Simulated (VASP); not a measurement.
Set up this calculation in VASP 6.6.1, as the native input.

* Task: single point
* Functional: PBE
* Potentials or basis: VASP PAW PBE potentials, release 64 (Mn_pv, O)
* Cutoff: 520 eV
* k mesh: 14 × 14 × 6
* Occupations: gaussian, width 0.05 eV
* Spin: no spin polarisation
* Dipole correction: no
* Further INCAR settings: ALGO = Normal; EDIFF = 1e-06; NBANDS = 20

The structure of MnO2 lies in POSCAR:

```
MnO2
1.0
    2.8768068094      0.0000000000      0.0000000000
   -1.4384034047      2.4913877787      0.0000000000
    0.0000000000      0.0000000000      5.4464523635
Mn O
1 2
Direct
    0.0000000000      0.0000000000      0.0000000000
    0.3333333333      0.6666666667      0.1753671606
    0.6666666667      0.3333333333      0.8246328394
```

These files were run (other wordings do the same):

INCAR

```
ALGO = Normal
EDIFF = 1E-6
ENCUT = 520
GGA = PE
ISIF = 2
ISMEAR = 0
LASPH = True
LCHARG = False
LREAL = False
LWAVE = False
NBANDS = 20
NELM = 60
PREC = Accurate
SIGMA = 0.05
```

KPOINTS

```
k-points
0
Gamma
  14 14 6
```

Potentials or basis: VASP PAW PBE potentials, release 64 (Mn_pv, O).

The run is started by

```bash
$ cat potpaw_PBE.64/Mn_pv/POTCAR potpaw_PBE.64/O/POTCAR > POTCAR
$ mpirun -np 1 vasp_std > vasp.out
```

It gave:

```yaml
Pressure: -7.2 GPa
Largest_force: 0.295 eV/Å
```

Caveat: an odd number of electrons without spin polarisation forces a metal; a magnetic or distorted state may lie lower; the run has no spin polarisation, though such a crystal can be magnetic.

Run time: 38 s on 1 thread of Intel(R) Xeon(R) 6975P-C (Granite Rapids) (shared host), peak memory 0.22 GiB.
